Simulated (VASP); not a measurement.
# In (Im-3m) in VASP: a series of runs, part 2 of 2

VASP 6.6.1. The steps go on from the part before.

## Step 3: Single point, PBE, collinear spin, ferromagnetic start

This run uses another cell than the first one, of 27.86 Å³/atom, 0.943 times its volume.

Input file INCAR:

```
PREC = Accurate
ENCUT = 520
EDIFF = 1E-6
ISMEAR = 0
SIGMA = 0.1
LREAL = F
LASPH = T
NELM = 150
ALGO = Normal
ISIF = 2
LWAVE = F
LCHARG = F
ISPIN = 2
MAGMOM = 4
LORBIT = 11
GGA = PE
NBANDS = 16
```

Input file KPOINTS:

```
Automatic mesh
0
Gamma
  16 16 16
```

Input file POSCAR:

```
In
1.0
   -1.9096558415      1.9096558415      1.9096558415
    1.9096558415     -1.9096558415      1.9096558415
    1.9096558415      1.9096558415     -1.9096558415
In
1
Direct
    0.0000000000      0.0000000000      0.0000000000
```

Potentials or basis: VASP PAW PBE potentials, release 64 (In_d).

Run with:

```sh
$ cat potpaw_PBE.64/In_d/POTCAR > POTCAR
$ mpirun -np 1 vasp_std > vasp.out
```

OUTCAR:

```text
PREC = Accurate
   ENCUT = 520
   EDIFF = 1E-6
   ISMEAR = 0
   LREAL = F
   LASPH = T
   NELM = 150
   ISIF = 2
   ISPIN = 2
   LORBIT = 11
   GGA = PE

 ion  position               nearest neighbor table
   1  0.000  0.000  0.000-

  LATTYP: Found a body centered cubic cell.
 ALAT       =     3.8193116830

  Lattice vectors:

 A1 = (  -1.9096558415,   1.9096558415,   1.9096558415)
 A2 = (   1.9096558415,  -1.9096558415,   1.9096558415)
 A3 = (   1.9096558415,   1.9096558415,  -1.9096558415)

Analysis of symmetry for initial positions (statically):
=====================================================================
 Subroutine PRICEL returns:
 Original cell was already a primitive cell.

 Routine SETGRP: Setting up the symmetry group for a
 body centered cubic supercell.

 Subroutine GETGRP returns: Found 48 space group operations
 (whereof 48 operations were pure point group operations)
 out of a pool of 48 trial point group operations.

The static configuration has the point symmetry O_h .

Analysis of symmetry for dynamics (positions and initial velocities):
=====================================================================
 Subroutine PRICEL returns:
 Original cell was already a primitive cell.

 Routine SETGRP: Setting up the symmetry group for a
 body centered cubic supercell.

 Subroutine GETGRP returns: Found 48 space group operations
 (whereof 48 operations were pure point group operations)
 out of a pool of 48 trial point group operations.

The dynamic configuration has the point symmetry O_h .

Analysis of structural, dynamic, and magnetic symmetry:
=====================================================================
 Subroutine PRICEL returns:
 Original cell was already a primitive cell.

 Routine SETGRP: Setting up the symmetry group for a
 body centered cubic supercell.

 Subroutine GETGRP returns: Found 48 space group operations
 (whereof 48 operations were pure point group operations)
 out of a pool of 48 trial point group operations.

The overall configuration has the point symmetry O_h .

 Subroutine INISYM returns: Found 48 space group operations
 (whereof 48 operations are pure point group operations),
 and found     1 'primitive' translations

----------------------------------------------------------------------------------------

                                     Primitive cell

  volume of cell :      27.8564

  direct lattice vectors                    reciprocal lattice vectors
    -1.909655842  1.909655842  1.909655842     0.000000000  0.261827283  0.261827283
     1.909655842 -1.909655842  1.909655842     0.261827283  0.000000000  0.261827283
     1.909655842  1.909655842 -1.909655842     0.261827283  0.261827283  0.000000000

  length of vectors
     3.307620942  3.307620942  3.307620942     0.370279694  0.370279694  0.370279694

  position of ions in fractional coordinates (direct lattice)
     0.000000000  0.000000000  0.000000000

  ion indices of the primitive-cell ions
   primitive index   ion index
                 1           1

----------------------------------------------------------------------------------------

[... 52 lines left out ...]
   number of dos      NEDOS =    301   number of ions     NIONS =      1
   total plane-waves  NPLWV =  21952
   dimension x,y,z NGX =    28 NGY =   28 NGZ =   28
   dimension x,y,z NGXF=    56 NGYF=   56 NGZF=   56
   ions per type =               1
   NGX,Y,Z   is equivalent  to a cutoff of  14.07, 14.07, 14.07 a.u.
   NGXF,Y,Z  is equivalent  to a cutoff of  28.15, 28.15, 28.15 a.u.
 SYSTEM =  unknown system
   PREC   = accura    normal or accurate (medium, high low for compatibility)
   ISTART =      0    job   : 0-new  1-cont  2-samecut
   ICHARG =      2    charge: 1-file 2-atom 10-const
   ISPIN  =      2    spin polarized calculation?
   LNONCOLLINEAR =      F non collinear calculations
   LSORBIT =      F    spin-orbit coupling
   LASPH  =      T    aspherical Exc in radial PAW
   ENCUT  =  520.0 eV  38.22 Ry    6.18 a.u.   6.15  6.15  6.15*2*pi/ulx,y,z
   NELM   =    150;   NELMIN=  2; NELMDL= -5     # of ELM steps
   EDIFF  = 0.1E-05   stopping-criterion for ELM
   LREAL  =      F    real-space projection
   EDIFFG = 0.1E-04   stopping-criterion for IOM
   NSW    =      0    number of steps for IOM
   IBRION =     -1    ionic relax: 0-MD 1-quasi-New 2-CG
   NFREE  =      0    steps in history (QN), initial steepest desc. (CG)
   ISIF   =      2    stress and relaxation
   ISYM   =      2    0-nonsym 1-usesym 2-fastsym
   POTIM  = 0.5000    time-step for ionic-motion
   TEBEG  =    0.0;   TEEND  =   0.0 temperature during run
   PSTRESS=    0.0 pullay stress
   NELECT =      13.0000    total number of electrons
   NUPDOWN=      -1.0000    fix difference up-down
   EMIN   =  10.00;   EMAX   =-10.00  energy-range for DOS
   EFERMI =   0.00;   METHOD = LEGACY
   ISMEAR =     0;   SIGMA  =   0.10  broadening in eV -4-tet -1-fermi 0-gaus
   EFERMI_NEDOS =   21; number of points for ismear=-14 and -15
   IALGO  =     38    algorithm
   IMIX   =      4    mixing-type and parameters
     AMIX     =   0.40;   BMIX     =  1.00
     AMIX_MAG =   1.60;   BMIX_MAG =  1.00
  volume/ion in A,a.u.               =      27.86       187.98
  Fermi-wavevector in a.u.,A,eV,Ry     =   1.269836  2.399641 21.939157  1.612483
  Thomas-Fermi vector in A             =   2.402855
   LORBIT       =     11    0 simple, 1 ext, 2 COOP (PROOUT), +10 PAW based schemes
   GGA     = PE    functional components
   LHFCALC =     F    Hartree Fock is set to
   AEXX    =    0.0000 exact exchange contribution
   IVDW    =     0    specifies the selected vdW correction
   LEPSILON=     F    determine dielectric tensor
   LRPA    =     F    only Hartree local field effects (RPA)
 spin polarized calculation
 Gauss-broadening in eV      SIGMA  =   0.10
  energy-cutoff  :      520.00
  volume of cell :       27.86
 maximum number of plane-waves:       767
 NGX is ok and might be reduce to    28
   NGX = 13   NGY = 13   NGZ = 13

 number of electron      13.0000004 magnetization      -0.0000291

 number of electron      13.0000004 magnetization       0.0000421

 Free energy of the ion-electron system (eV)
  ---------------------------------------------------
  ext. energy  EPLUGINS =         0.00000000
  ---------------------------------------------------
  free energy    TOTEN  =        -2.54889001 eV

  energy without entropy =       -2.54581162  energy(sigma->0) =       -2.54735082

 E-fermi :   6.8511     XC(G=0):  -9.9594

 val. band max:        6.8405208647   @ k =   0.3125   0.1250   0.0000
 cond. band min:       6.8657902446   @ k =  -0.4375   0.5000   0.3125
 fundamental gap:      0.0252693799
 Fermi energy:         6.8511116771

 spin component 1

 k-point     1 :       0.0000    0.0000    0.0000
  band No.  band energies     occupation
      1      -7.7814      1.00000
      2      -7.7814      1.00000
      3      -7.7814      1.00000
      4      -7.5450      1.00000
      5      -7.5450      1.00000
      6      -2.2848      1.00000
[... 435 lines left out ...]
      5      -7.4923      1.00000
      6       0.9547      1.00000
[... 8 lines left out ...]
     15      27.0439      0.00000
     16      28.7896      0.00000

 [... further k-points ...]

 spin component 2

 k-point     1 :       0.0000    0.0000    0.0000
  band No.  band energies     occupation
      1      -7.7821      1.00000
      2      -7.7821      1.00000
      3      -7.7821      1.00000
      4      -7.5457      1.00000
      5      -7.5457      1.00000
      6      -2.2848      1.00000
[... 435 lines left out ...]
      5      -7.4931      1.00000
      6       0.9547      1.00000
[... 8 lines left out ...]
     15      27.0440      0.00000
     16      28.7898      0.00000

 [... further k-points ...]
[... 5 lines left out ...]
  --------------------------------------------------------------------------------------
  -------------------------------------------------------------------------------------
  Total       -0.0063884     -0.0063884     -0.0063884      0.0000000      0.0000000      0.0000000
  in kB       -0.3674316     -0.3674316     -0.3674316      0.0000000      0.0000000      0.0000000
  external PRESSURE =      -0.3674316 kB  Pullay stress =       0.0000000 kB

 VOLUME and BASIS-vectors are now :
 -----------------------------------------------------------------------------
  energy-cutoff  :      520.00
  volume of cell :       27.86
      direct lattice vectors                 reciprocal lattice vectors
    -1.909655842  1.909655842  1.909655842     0.000000000  0.261827283  0.261827283
     1.909655842 -1.909655842  1.909655842     0.261827283  0.000000000  0.261827283
     1.909655842  1.909655842 -1.909655842     0.261827283  0.261827283  0.000000000

 POSITION                                       TOTAL-FORCE (eV/Angst)
 -----------------------------------------------------------------------------------
      0.00000      0.00000      0.00000         0.000000     -0.000000      0.000000
 -----------------------------------------------------------------------------------
    total drift:                               -0.000000     -0.000000     -0.000000

  FREE ENERGIE OF THE ION-ELECTRON SYSTEM (eV)
  ---------------------------------------------------
  free  energy   TOTEN  =        -2.5488900092 eV

  energy  without entropy=       -2.5458116212  energy(sigma->0) =       -2.54735082

 total charge

# of ion       s       p       d       tot
------------------------------------------
    1        1.016   0.453   9.845  11.315

 magnetization (x)

# of ion       s       p       d       tot
------------------------------------------
    1       -0.000   0.000  -0.000   0.000
```

stdout:

```text
POSCAR found type information on POSCAR In
 POSCAR found :  1 types and       1 ions
 scaLAPACK will be used
 LDA part: xc-table for (Slater+PW92), standard interpolation
 POSCAR, INCAR and KPOINTS ok, starting setup
 FFT: planning ... GRIDC
 FFT: planning ... GRID_SOFT
 FFT: planning ... GRID
 WAVECAR not read
 entering main loop
```

It took 3.6 min on 1 thread of Intel Xeon 8259CL, shared host; peak memory 0.24 GiB.

Results:

```
Free energy                                           : -2.5489 eV
Pressure                                              : 0.0 GPa
Net moment                                            : 0.00 μB per cell
Valence electrons inside the program's atomic spheres : In 11.31
```

Caveat: spin-orbit coupling is left out, which moves the levels of the heavy elements.

## Step 4: Single point, PBEsol (functional PBEsol, strained)

Input file INCAR:

```
SYSTEM = In
  PREC = Accurate
  ENCUT = 520
  EDIFF = 1E-7
  ISMEAR = 0
  SIGMA = 0.1
  LREAL = .FALSE.
  LASPH = .TRUE.
  NELM = 100
  ALGO = Normal
  ISIF = 2
  LWAVE = .FALSE.
  LCHARG = .FALSE.
  GGA = PS
  NBANDS = 12
```

Input file KPOINTS:

```
regular mesh
0
G
  16 16 16
  0 0 0
```

Input file POSCAR:

```
In
1.0
   -1.9160718398      1.9160718398      1.9160718398
    1.9160718398     -1.9160718398      1.9160718398
    1.9160718398      1.9160718398     -1.9160718398
In
1
Direct
    0.0000000000      0.0000000000      0.0000000000
```

Run with:

```sh
$ cat potpaw_PBE.64/In_d/POTCAR > POTCAR
$ mpirun -np 1 vasp_std > vasp.out
```

It took 48 s on 1 thread of Intel Xeon Platinum 8488C (Sapphire Rapids), shared host; peak memory 0.18 GiB.

Results (log left out):

```yaml
Free_energy: -2.9461 eV
Pressure: -3.0 GPa
```

Levels at points of the mesh, in eV from the Fermi level:
| k point | band 4 | band 5 | band 6 | band 7 | band 8 | band 9 |
| --- | --- | --- | --- | --- | --- | --- |
| (0.00, 0.00, 0.00) | -14.28 | -14.28 | -9.08 | 10.31 | 10.31 | 10.31 |
| (0.50, 0.00, 0.00) | -14.29 | -14.14 | -3.94 | -2.91 | 5.57 | 7.04 |
| (0.50, 0.50, 0.50) | -14.18 | -14.18 | 0.50 | 1.25 | 1.25 | 1.25 |

Caveat: the cell differs from its parent crystal (functional PBEsol, strained); the PAW data sets were made with another functional, which shifts forces and pressure a little; spin-orbit coupling is left out, which moves the levels of the heavy elements.

## Step 5: Single point, PBE (strained)

Input file INCAR:

```
PREC     = Accurate       # precision mode
ENCUT    = 500            # plane-wave cutoff, eV
EDIFF    = 1E-6           # SCF threshold, eV
ISMEAR   = 0              # smearing method
SIGMA    = 0.1            # smearing width, eV
LREAL    = F              # projectors in reciprocal space
LASPH    = T              # aspherical terms in the spheres
NELM     = 120            # most SCF steps
ALGO     = Normal         # electronic algorithm
ISIF     = 2              # what is computed and relaxed
LWAVE    = F              # write WAVECAR
LCHARG   = F              # write CHGCAR
GGA      = PE             # functional
NBANDS   = 12             # bands
GGA_COMPAT= F
```

Input file KPOINTS:

```
Automatic mesh
0
Gamma
  16 16 16
```

Input file POSCAR:

```
In
1.0
   -1.8262565606      1.8262565606      1.8262565606
    1.8262565606     -1.8262565606      1.8262565606
    1.8262565606      1.8262565606     -1.8262565606
In
1
Direct
    0.0000000000      0.0000000000      0.0000000000
```

Run with:

```sh
$ cat potpaw_PBE.64/In_d/POTCAR > POTCAR
$ mpirun -np 1 vasp_std > vasp.out
```

It took 43 s on 1 thread of AMD EPYC 7R13, shared host; peak memory 0.13 GiB.

The run converged. Its results:

```
Free energy : -2.4870 eV
Pressure    : 6.4 GPa
```

Levels at points of the mesh, in eV from the Fermi level:
| k point | band 2 | band 3 | band 4 | band 5 | band 6 | band 7 | band 8 | band 9 | band 10 | band 11 |
| --- | --- | --- | --- | --- | --- | --- | --- | --- | --- | --- |
| (0.00, 0.00, 0.00) | -14.80 | -14.80 | -14.47 | -14.47 | -10.07 | 11.92 | 11.92 | 11.92 | 13.20 | 13.20 |
| (0.50, 0.00, 0.00) | -14.86 | -14.48 | -14.47 | -14.26 | -3.94 | -3.52 | 6.24 | 7.57 | 10.49 | 10.74 |
| (0.50, 0.50, 0.50) | -14.94 | -14.31 | -14.31 | -14.31 | 1.24 | 1.24 | 1.24 | 1.55 | 5.39 | 5.39 |

Caveat: the cell differs from its parent crystal (strained); spin-orbit coupling is left out, which moves the levels of the heavy elements.

## Step 6: Overview

| level | spin | cell | cutoff (eV) | gap on the mesh (eV) | pressure (GPa) |
| --- | --- | --- | --- | --- | --- |
| PBE | off | a = 3.372 Å, angles 109.5°, 1 atom | 520 | none | -1.8 |
| PBE | collinear, ferromagnetic start | a = 3.308 Å, angles 109.5°, 1 atom | 520 | none | 0.0 |
| PBEsol | off | a = 3.319 Å, angles 109.5°, 1 atom | 520 | none | -3.0 |
| PBE | off | a = 3.163 Å, angles 109.5°, 1 atom | 500 | none | 6.4 |

Alike in all rows: task single point; potentials or basis VASP PAW PBE potentials, release 64 (In_d); k mesh 16 × 16 × 16; smearing gaussian 0.1 eV.

Caveats: spin-orbit coupling is left out, which moves the levels of the heavy elements; the PAW data sets were made with another functional, which shifts forces and pressure a little (some runs).

Absolute energies hang on the potentials; compare differences alone.
